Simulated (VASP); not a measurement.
Wanted: the native input for a VASP 6.6.1 run.

```yaml
Task: relaxation of the atoms
Functional: PBE
Potentials_or_basis: VASP PAW PBE potentials, release 64 (Sb)
Cutoff: 520 eV
k_mesh: 8 × 8 × 8
Occupations: fermi-dirac, width 0.05 eV
Spin: no spin polarisation
Dipole_correction: no
Further_INCAR_settings: ALGO = Normal; EDIFF = 1e-06; IBRION = 2; EDIFFG = -0.02; NSW = 80
```

The structure of Sb lies in POSCAR:

```
Sb
1.0
    2.1293254410      1.2006439499      3.7580000000
   -2.1790745590      1.2868119499      3.7580000000
    0.0497491180     -2.4874558998      3.7580000000
Sb
2
Direct
    0.7665100000      0.7665100000      0.7665100000
    0.2334900000      0.2334900000      0.2334900000
```

The input as run:

INCAR

```
ALGO     = Normal         # electronic algorithm
EDIFF    = 1E-6           # SCF threshold, eV
EDIFFG   = -0.02          # ionic threshold
ENCUT    = 520            # plane-wave cutoff, eV
GGA      = PE             # functional
IBRION   = 2              # ionic algorithm
ISIF     = 2              # what is computed and relaxed
ISMEAR   = -1             # smearing method
LASPH    = T              # aspherical terms in the spheres
LCHARG   = F              # write CHGCAR
LREAL    = F              # projectors in reciprocal space
LWAVE    = F              # write WAVECAR
NELM     = 60             # most SCF steps
NSW      = 80             # ionic steps
PREC     = Accurate       # precision mode
SIGMA    = 0.05           # smearing width, eV
```

KPOINTS

```
k-points
0
Gamma
  8 8 8
```

Potentials or basis: VASP PAW PBE potentials, release 64 (Sb).

Command:

```console
$ cat potpaw_PBE.64/Sb/POTCAR > POTCAR
$ mpirun -np 1 vasp_std > vasp.out
```

It gave:

The energy gained by relaxing is 2.5 meV/atom and the ionic steps are 3. The pressure after relaxing is 2.2 GPa, the largest force after relaxing is 0.015 eV/Å and the band gap on the k mesh is zero (bands 5 and 6 overlap by 0.71 eV).

Caveat: spin-orbit coupling is left out, which moves the levels of the heavy elements.

Wall time 2.8 min on 1 thread of Oxide Virtual Turin-like Processor, on a shared host, peak memory 0.27 GiB.
